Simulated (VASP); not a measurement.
Zn, 2 atoms in the cell. The structure is hexagonal, space group P6_3/mmc (No. 194). Conventional cell: a = 2.670 Å, b = 2.670 Å, c = 4.966 Å, α = 90.00°, β = 90.00°, γ = 120.00°. Zn (site symmetry -6m2) has 12 Zn at 2.67 to 2.92 Å within 3.5 Å. 

```yaml
Program: VASP 6.6.1
Task: relaxation of cell and atoms
Functional: PBEsol
Potentials_or_basis: VASP PAW PBE potentials, release 64 (Zn)
Cutoff: 600 eV
k_mesh: 21 × 21 × 10
Occupations: methfessel-paxton, width 0.1 eV
Spin: no spin polarisation
Dipole_correction: no
Further_INCAR_settings: ALGO = Fast; EDIFF = 1e-07; IBRION = 2; EDIFFG = -0.01; NSW = 80; ISIF = 3
```

Potentials or basis: VASP PAW PBE potentials, release 64 (Zn).

Run with:

```sh
$ cat potpaw_PBE.64/Zn/POTCAR > POTCAR
$ mpirun -np 1 vasp_std > vasp.out
```

Hardware: 1 thread of Intel(R) Xeon(R) Platinum 8259CL CPU @ 2.50GHz (Skylake/Cascade Lake), with other jobs on the host.

How long does it take, and how much memory?

Run time: 6.5 min on 1 thread of Intel(R) Xeon(R) Platinum 8259CL CPU @ 2.50GHz (Skylake/Cascade Lake) (shared host), peak memory 0.28 GiB. Counts: scf iterations 53, k points 288, ion steps 6.
